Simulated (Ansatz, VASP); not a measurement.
Sc: VASP beside Ansatz

```xyz
2
Lattice="3.3289 0.0000 0.0000 -1.6645 2.8829 0.0000 0.0000 0.0000 5.2034" Properties=species:S:1:pos:R:3 pbc="T T T"
Sc    0.0000    1.9220    1.3008
Sc    1.6645    0.9610    3.9025
```

Alike in both runs: functional r2SCAN; k mesh 14 × 14 × 8; occupations fermi-dirac, width 0.08 eV; no spin polarisation.

Ansatz relaxed the structure, and its values are those at the end. VASP's run is a single point on that final structure, the one shown.

|  | VASP | Ansatz |
| --- | --- | --- |
| version | VASP 6.6.1 | Ansatz 0.2.0 |
| potentials or method | VASP PAW PBE potentials, release 64 (Sc_sv) | PAW with Ansatz's default frozen-core files, scalar-relativistic |
| plane-wave cutoff (eV) | 520 | 500 |
| valence electrons in the cell | 22 | 22 |

Ansatz gave:

- pressure (GPa): 0.0

Q: What did VASP give for the same quantities?

A: Pressure (GPa): 0.2.

VASP's potentials were made for PBE, not for r2SCAN. The functional is the same, so the differences come from potentials, cutoffs and numerics.
